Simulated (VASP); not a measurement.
TiOs3, 4 atoms in the cell. It takes space group Fm-3m (No. 225, cubic). The conventional cell has a = 6.219 Å, b = 6.219 Å, c = 6.219 Å, α = 90.00°, β = 90.00°, γ = 90.00°. Ti (site symmetry m-3m) has 14 Os at 2.69 to 3.11 Å within 3.6 Å. Within 3.6 Å of Os (site symmetry -43m) lie 4 Ti at 2.69 Å and 10 Os at 2.69 to 3.11 Å. Within 3.6 Å of Os (site symmetry m-3m) lie 8 Os at 2.69 Å and 6 Ti at 3.11 Å. 

* Program: VASP 6.6.1
* Task: single point
* Functional: PBE
* Potentials or basis: VASP PAW PBE potentials, release 64 (Ti_sv, Os)
* Cutoff: 520 eV
* k mesh: 6 × 6 × 6
* Occupations: gaussian, width 0.1 eV
* Spin: no spin polarisation
* Dipole correction: no
* Further INCAR settings: ALGO = Fast; EDIFF = 1e-06; NBANDS = 26

Potentials or basis: VASP PAW PBE potentials, release 64 (Ti_sv, Os).

Command:

```console
$ cat potpaw_PBE.64/Ti_sv/POTCAR potpaw_PBE.64/Os/POTCAR > POTCAR
$ mpirun -np 1 vasp_std > vasp.out
```

Hardware: 1 thread of Intel(R) Xeon(R) Platinum 8259CL CPU @ 2.50GHz (Skylake/Cascade Lake), on a shared host.

Problem. Estimate the wall time of this run.

Solution. Run time: 71 s on 1 thread of Intel(R) Xeon(R) Platinum 8259CL CPU @ 2.50GHz (Skylake/Cascade Lake) (shared host), peak memory 0.21 GiB. Counts: scf iterations 27, k points 16.
